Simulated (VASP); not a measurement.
# CuNi3 (I4/mmm) in VASP: a series of runs

The runs below take CuNi3 through single point, with PBEsol+D4, PBEsol.

All numbers are computed with VASP 6.6.1; they aren't measurements. Logs are shortened: lines on timing, memory, paths and dates and some standing lists are left out, and cuts for length are marked.

## Step 1: The cell of the first run

It takes space group I4/mmm (No. 139, tetragonal). Conventional cell: a = 3.512 Å, b = 3.512 Å, c = 6.938 Å, α = 90.00°, β = 90.00°, γ = 90.00°. Within 3.3 Å of Cu (site symmetry 4/mmm) lie 12 Ni at 2.47 to 2.48 Å. Within 3.3 Å of Ni (site symmetry -4m2) lie 4 Cu at 2.47 Å and 8 Ni at 2.47 to 2.48 Å. Within 3.3 Å of Ni (site symmetry 4/mmm) lie 8 Ni at 2.47 Å and 4 Cu at 2.48 Å.

## Step 2: Single point, PBEsol+D4, collinear spin, ferromagnetic start

The input, INCAR:

```
PREC = Accurate
ENCUT = 520
EDIFF = 1E-7
ISMEAR = 0
SIGMA = 0.1
LREAL = F
LASPH = T
NELM = 150
ALGO = Normal
ISIF = 2
LWAVE = F
LCHARG = F
ISPIN = 2
MAGMOM = 0 2 2 2
LORBIT = 11
LMAXMIX = 4
GGA = PS
IVDW = 13
NBANDS = 32
```

The input, KPOINTS:

```
Automatic mesh
0
Gamma
  9 9 9
  0.5 0.5 0.5
```

The input, POSCAR:

```
CuNi3
1.0
   -1.7562120000      1.7562120000      3.4691790000
    1.7562120000     -1.7562120000      3.4691790000
    1.7562120000      1.7562120000     -3.4691790000
Cu Ni
1 3
Direct
    0.0000000000      0.0000000000      0.0000000000
    0.7500000000      0.2500000000      0.5000000000
    0.2500000000      0.7500000000      0.5000000000
    0.5000000000      0.5000000000      0.0000000000
```

Potentials or basis: VASP PAW PBE potentials, release 64 (Cu, Ni).

The run is started by

```bash
> cat potpaw_PBE.64/Cu/POTCAR potpaw_PBE.64/Ni/POTCAR > POTCAR
> mpirun -np 1 vasp_std > vasp.out
```

OUTCAR:

```text
PREC = Accurate
   ENCUT = 520
   EDIFF = 1E-7
   ISMEAR = 0
   LREAL = F
   LASPH = T
   NELM = 150
   ISIF = 2
   ISPIN = 2
   LORBIT = 11
   GGA = PS
   IVDW = 13

 ion  position               nearest neighbor table
   1  0.000  0.000  0.000-   2 2.47   3 2.47   2 2.47   3 2.47   2 2.47   3 2.47   2 2.47   3 2.47
                             4 2.48   4 2.48   4 2.48   4 2.48
   2  0.750  0.250  0.500-   4 2.47   1 2.47   1 2.47   4 2.47   1 2.47   4 2.47   4 2.47   1 2.47
                             3 2.48   3 2.48   3 2.48   3 2.48
   3  0.250  0.750  0.500-   1 2.47   4 2.47   1 2.47   4 2.47   1 2.47   4 2.47   1 2.47   4 2.47
                             2 2.48   2 2.48   2 2.48   2 2.48
   4  0.500  0.500  0.000-   3 2.47   2 2.47   2 2.47   3 2.47   2 2.47   3 2.47   3 2.47   2 2.47
                             1 2.48   1 2.48   1 2.48   1 2.48

  LATTYP: Found a body centered tetragonal cell.
 ALAT       =     3.5124240000
 C/A-ratio  =     1.9753759797

  Lattice vectors:

 A1 = (  -1.7562120000,   1.7562120000,   3.4691790000)
 A2 = (   1.7562120000,  -1.7562120000,   3.4691790000)
 A3 = (   1.7562120000,   1.7562120000,  -3.4691790000)

Analysis of symmetry for initial positions (statically):
=====================================================================
 Subroutine PRICEL returns:
 Original cell was already a primitive cell.

 Routine SETGRP: Setting up the symmetry group for a
 body centered tetragonal supercell.

 Subroutine GETGRP returns: Found 16 space group operations
 (whereof 16 operations were pure point group operations)
 out of a pool of 16 trial point group operations.

The static configuration has the point symmetry D_4h.

Analysis of symmetry for dynamics (positions and initial velocities):
=====================================================================
 Subroutine PRICEL returns:
 Original cell was already a primitive cell.

 Routine SETGRP: Setting up the symmetry group for a
 body centered tetragonal supercell.

 Subroutine GETGRP returns: Found 16 space group operations
 (whereof 16 operations were pure point group operations)
 out of a pool of 16 trial point group operations.

The dynamic configuration has the point symmetry D_4h.

Analysis of structural, dynamic, and magnetic symmetry:
=====================================================================
 Subroutine PRICEL returns:
 Original cell was already a primitive cell.

 Routine SETGRP: Setting up the symmetry group for a
 body centered tetragonal supercell.

 Subroutine GETGRP returns: Found 16 space group operations
 (whereof 16 operations were pure point group operations)
 out of a pool of 16 trial point group operations.

The overall configuration has the point symmetry D_4h.

 Subroutine INISYM returns: Found 16 space group operations
 (whereof 16 operations are pure point group operations),
 and found     1 'primitive' translations

----------------------------------------------------------------------------------------

                                     Primitive cell

  volume of cell :      42.7997

  direct lattice vectors                    reciprocal lattice vectors
    -1.756212000  1.756212000  3.469179000     0.000000000  0.284703669  0.144126319
     1.756212000 -1.756212000  3.469179000     0.284703669  0.000000000  0.144126319
     1.756212000  1.756212000 -3.469179000     0.284703669  0.284703669  0.000000000

  length of vectors
     4.266586939  4.266586939  4.266586939     0.319105899  0.319105899  0.402631790

  position of ions in fractional coordinates (direct lattice)
     0.000000000  0.000000000  0.000000000
     0.750000000  0.250000000  0.500000000
     0.250000000  0.750000000  0.500000000
     0.500000000  0.500000000  0.000000000

  ion indices of the primitive-cell ions
   primitive index   ion index
                 1           1
                 2           2
                 3           3
                 4           4

----------------------------------------------------------------------------------------

 KPOINTS: Automatic mesh

Automatic generation of k-mesh.
 Grid dimensions read from file:
 generate k-points for:    9    9    9

 Generating k-lattice:

  Cartesian coordinates                     Fractional coordinates (reciprocal lattice)
     0.000000000  0.031633741  0.016014035     0.111111111 -0.000000000  0.000000000
     0.031633741  0.000000000  0.016014035    -0.000000000  0.111111111  0.000000000
     0.031633741  0.031633741  0.000000000     0.000000000  0.000000000  0.111111111

  Length of vectors
     0.035456211  0.035456211  0.044736866

  Shift w.r.t. Gamma in fractional coordinates (k-lattice)
     0.500000000  0.500000000  0.500000000

 Subroutine IBZKPT returns following result:
 ===========================================

 Found     75 irreducible k-points:

 Following reciprocal coordinates:
            Coordinates               Weight
  0.055556  0.055556  0.055556      8.000000
  0.166667  0.055556  0.055556     16.000000
  0.277778  0.055556  0.055556     16.000000
  0.388889  0.055556  0.055556     16.000000
 -0.055556  0.055556  0.055556      4.000000
  0.166667  0.166667  0.055556      8.000000
[... 16 lines left out ...]
 -0.388889  0.388889  0.055556      8.000000
 -0.277778  0.388889  0.055556     16.000000
 [... further k-points ...]
   k-points           NKPTS =     75   k-points in BZ     NKDIM =     75   number of bands    NBANDS=     32
   number of dos      NEDOS =    301   number of ions     NIONS =      4
   total plane-waves  NPLWV =  32768
   dimension x,y,z NGX =    32 NGY =   32 NGZ =   32
   dimension x,y,z NGXF=    64 NGYF=   64 NGZF=   64
   ions per type =               1   3
   NGX,Y,Z   is equivalent  to a cutoff of  12.47, 12.47, 12.47 a.u.
   NGXF,Y,Z  is equivalent  to a cutoff of  24.94, 24.94, 24.94 a.u.
 SYSTEM =  unknown system
   PREC   = accura    normal or accurate (medium, high low for compatibility)
   ISTART =      0    job   : 0-new  1-cont  2-samecut
   ICHARG =      2    charge: 1-file 2-atom 10-const
   ISPIN  =      2    spin polarized calculation?
   LNONCOLLINEAR =      F non collinear calculations
   LSORBIT =      F    spin-orbit coupling
   LASPH  =      T    aspherical Exc in radial PAW
   ENCUT  =  520.0 eV  38.22 Ry    6.18 a.u.   7.93  7.93  7.93*2*pi/ulx,y,z
   NELM   =    150;   NELMIN=  2; NELMDL= -5     # of ELM steps
   EDIFF  = 0.1E-06   stopping-criterion for ELM
   LREAL  =      F    real-space projection
   EDIFFG = 0.1E-05   stopping-criterion for IOM
   NSW    =      0    number of steps for IOM
   IBRION =     -1    ionic relax: 0-MD 1-quasi-New 2-CG
   NFREE  =      0    steps in history (QN), initial steepest desc. (CG)
   ISIF   =      2    stress and relaxation
   ISYM   =      2    0-nonsym 1-usesym 2-fastsym
   POTIM  = 0.5000    time-step for ionic-motion
   TEBEG  =    0.0;   TEEND  =   0.0 temperature during run
   PSTRESS=    0.0 pullay stress
   NELECT =      41.0000    total number of electrons
   NUPDOWN=      -1.0000    fix difference up-down
   EMIN   =  10.00;   EMAX   =-10.00  energy-range for DOS
   EFERMI =   0.00;   METHOD = LEGACY
   ISMEAR =     0;   SIGMA  =   0.10  broadening in eV -4-tet -1-fermi 0-gaus
   EFERMI_NEDOS =   21; number of points for ismear=-14 and -15
   IALGO  =     38    algorithm
   IMIX   =      4    mixing-type and parameters
     AMIX     =   0.40;   BMIX     =  1.00
     AMIX_MAG =   1.60;   BMIX_MAG =  1.00
  volume/ion in A,a.u.               =      10.70        72.21
  Fermi-wavevector in a.u.,A,eV,Ry     =   1.613823  3.049683 35.435353  2.604425
  Thomas-Fermi vector in A             =   2.708831
   LORBIT       =     11    0 simple, 1 ext, 2 COOP (PROOUT), +10 PAW based schemes
   GGA     = PS    functional components
   LHFCALC =     F    Hartree Fock is set to
   AEXX    =    0.0000 exact exchange contribution
   IVDW    =    13    specifies the selected vdW correction
   LEPSILON=     F    determine dielectric tensor
   LRPA    =     F    only Hartree local field effects (RPA)
 spin polarized calculation
 Gauss-broadening in eV      SIGMA  =   0.10
  energy-cutoff  :      520.00
  volume of cell :       42.80
 maximum number of plane-waves:      1208
   NGX = 15   NGY = 15   NGZ = 15

 number of electron      41.0000020 magnetization       1.4755233

 Free energy of the ion-electron system (eV)
  ---------------------------------------------------
  ext. energy  EPLUGINS =         0.00000000
  ---------------------------------------------------
  free energy    TOTEN  =       -22.61346280 eV

  energy without entropy =      -22.58886506  energy(sigma->0) =      -22.60116393

 E-fermi :   9.0979     XC(G=0): -13.5197

 val. band max:        9.0976668141   @ k =  -0.3889  -0.3889   0.1667
 cond. band min:       9.0997455964   @ k =  -0.2778  -0.3889   0.0556
 fundamental gap:      0.0020787823
 Fermi energy:         9.0978702898

 spin component 1

 k-point     1 :       0.0556    0.0556    0.0556
  band No.  band energies     occupation
      1       0.1722      1.00000
      2       4.4867      1.00000
      3       4.9401      1.00000
      4       5.1237      1.00000
      5       5.4742      1.00000
      6       5.5119      1.00000
[... 829 lines left out ...]
     31      25.4903      0.00000
     32      26.6711      0.00000

 [... further k-points ...]

 spin component 2

 k-point     1 :       0.0556    0.0556    0.0556
  band No.  band energies     occupation
      1       0.1612      1.00000
      2       4.6547      1.00000
      3       5.1767      1.00000
      4       5.2508      1.00000
      5       5.6296      1.00000
      6       5.7845      1.00000
[... 829 lines left out ...]
     31      25.5513      0.00000
     32      26.7261      0.00000

 [... further k-points ...]

------------------------ aborting loop because EDIFF is reached ----------------------------------------

  DFT-D4 for vdW energy calculation

  Edisp (eV):   -1.14554

  FORCE on cell =-STRESS in cart. coord.  units (eV):
  Direction    XX          YY          ZZ          XY          YZ          ZX
  --------------------------------------------------------------------------------------
  -------------------------------------------------------------------------------------
  Total      -1.68472    -1.68472    -1.43269     0.00000     0.00000    -0.00000
  in kB     -63.06623   -63.06623   -53.63176     0.00000     0.00000    -0.00000
  external pressure =      -59.92 kB  Pullay stress =        0.00 kB

 VOLUME and BASIS-vectors are now :
 -----------------------------------------------------------------------------
  energy-cutoff  :      520.00
  volume of cell :       42.80
      direct lattice vectors                 reciprocal lattice vectors
    -1.756212000  1.756212000  3.469179000     0.000000000  0.284703669  0.144126319
     1.756212000 -1.756212000  3.469179000     0.284703669  0.000000000  0.144126319
     1.756212000  1.756212000 -3.469179000     0.284703669  0.284703669  0.000000000

 POSITION                                       TOTAL-FORCE (eV/Angst)
 -----------------------------------------------------------------------------------
      0.00000      0.00000      0.00000         0.000000      0.000000      0.000000
     -0.00000      1.75621      1.73459         0.000000     -0.000000      0.000000
      1.75621     -0.00000      1.73459        -0.000000     -0.000000     -0.000000
      0.00000      0.00000      3.46918         0.000000      0.000000      0.000000
 -----------------------------------------------------------------------------------
    total drift:                               -0.000000     -0.000000     -0.000000

  FREE ENERGIE OF THE ION-ELECTRON SYSTEM (eV)
  ---------------------------------------------------
  free  energy   TOTEN  =       -23.7589979076 eV

  energy  without entropy=      -23.7344001682  energy(sigma->0) =      -23.74669904

 total charge

# of ion       s       p       d       tot
------------------------------------------
    1        0.495   0.476   9.151  10.122
    2        0.500   0.501   8.352   9.353
    3        0.500   0.501   8.352   9.353
    4        0.498   0.509   8.338   9.344
--------------------------------------------------
tot          1.992   1.987  34.193  38.172

 magnetization (x)

# of ion       s       p       d       tot
------------------------------------------
    1       -0.007  -0.016   0.027   0.004
    2       -0.004  -0.013   0.508   0.490
    3       -0.004  -0.013   0.508   0.490
    4       -0.002  -0.017   0.536   0.518
--------------------------------------------------
tot         -0.017  -0.060   1.578   1.501
```

It took 4.2 min on 1 thread of Intel Xeon Platinum 8488C (Sapphire Rapids), shared host; peak memory 0.31 GiB.

Results:

```
Free energy                                           : -23.7590 eV
Pressure                                              : -6.0 GPa
Net moment                                            : 1.48 μB per cell
Site moments                                          : Cu +0.00; Ni +0.49, +0.52 μB
Valence electrons inside the program's atomic spheres : Cu 10.12; Ni 9.35, 9.34
Dispersion energy per atom                            : -0.286 eV
```

Caveat: the PAW data sets were made with another functional, which shifts forces and pressure a little; pairwise dispersion overbinds metals, which lowers pressure and volume.

[end of part 1 of 2]
